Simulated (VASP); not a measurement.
Set up this calculation in VASP 6.6.1, as the native input.

```yaml
Task: single point
Functional: HSE06
Potentials_or_basis: VASP PAW PBE potentials, release 64 (Al, N, Ga_d)
Cutoff: 520 eV
k_mesh: 4 × 4 × 4
Occupations: gaussian, width 0.01 eV
Spin: no spin polarisation
Dipole_correction: no
Grid_for_exact_exchange_PRECFOCK: Normal
Further_INCAR_settings: ALGO = Normal; EDIFF = 1e-06; NBANDS = 21
Screening_parameter: 0.2079 1/Å
```

The system is AlGaN2.

```
Al N Ga
1.0
     3.13847    0.00000    0.00000
     0.00000    3.13847    0.00000
     0.00000    0.00000    4.42272
Al N Ga
1 2 1
Cartesian
  0.0000 0.0000 0.0000
  0.0000 1.5692 1.0574
  1.5692 0.0000 3.3653
  1.5692 1.5692 2.2114
```

The input as run:

POSCAR

```
AlGaN2
1.0
    3.1384692123      0.0000000000      0.0000000000
    0.0000000000      3.1384692123      0.0000000000
    0.0000000000      0.0000000000      4.4227207168
Al N Ga
1 2 1
Direct
    0.0000000000      0.0000000000      0.0000000000
    0.0000000000      0.5000000000      0.2390927583
    0.5000000000      0.0000000000      0.7609072417
    0.5000000000      0.5000000000      0.5000000000
```

INCAR.step1

```
SYSTEM = AlGaN2
PREC     = Accurate       ! precision mode
ENCUT    = 520            ! plane-wave cutoff, eV
EDIFF    = 1E-5           ! SCF threshold, eV
ISMEAR   = 0              ! smearing method
SIGMA    = 0.01           ! smearing width, eV
LREAL    = .FALSE.        ! projectors in reciprocal space
LASPH    = .TRUE.         ! aspherical terms in the spheres
NELM     = 80             ! most SCF steps
ALGO     = Normal         ! electronic algorithm
ISIF     = 2              ! what is computed and relaxed
LWAVE    = .TRUE.         ! write WAVECAR
LCHARG   = .FALSE.        ! write CHGCAR
GGA      = PE             ! functional
NBANDS   = 21             ! bands
```

INCAR.step2

```
SYSTEM = AlGaN2
PREC     = Accurate       ! precision mode
ENCUT    = 520            ! plane-wave cutoff, eV
EDIFF    = 1E-6           ! SCF threshold, eV
ISMEAR   = 0              ! smearing method
SIGMA    = 0.01           ! smearing width, eV
LREAL    = .FALSE.        ! projectors in reciprocal space
LASPH    = .TRUE.         ! aspherical terms in the spheres
NELM     = 80             ! most SCF steps
ALGO     = Normal         ! electronic algorithm
ISIF     = 2              ! what is computed and relaxed
LWAVE    = .FALSE.        ! write WAVECAR
LCHARG   = .FALSE.        ! write CHGCAR
GGA      = PE             ! functional
LHFCALC  = .TRUE.         ! exact exchange
HFSCREEN = 0.2079         ! screening, 1/A
PRECFOCK = Normal       
ISTART   = 1            
NBANDS   = 21             ! bands
```

KPOINTS

```
Automatic mesh
0
G
  4 4 4
  0 0 0
```

Potentials or basis: VASP PAW PBE potentials, release 64 (Al, N, Ga_d).

Run with:

```console
$ cat potpaw_PBE.64/Al/POTCAR potpaw_PBE.64/N/POTCAR potpaw_PBE.64/Ga_d/POTCAR > POTCAR
$ cp INCAR.step1 INCAR
$ mpirun -np 1 vasp_std > vasp.out
$ cp INCAR.step2 INCAR
$ mpirun -np 1 vasp_std > vasp.out
```

Results of the run:

```
Pressure               : -0.4 GPa
Largest force          : 0.014 eV/Å
Band gap on the k mesh : 4.18 eV, direct
```

Caveat: the k points lie up to 0.50 Å⁻¹ apart; the PAW data sets were made with another functional, which shifts forces and pressure a little.

It took 26 min on 1 thread of AMD EPYC 7R43 64-Core Processor (Zen 3), on a shared host, peak memory 0.25 GiB.
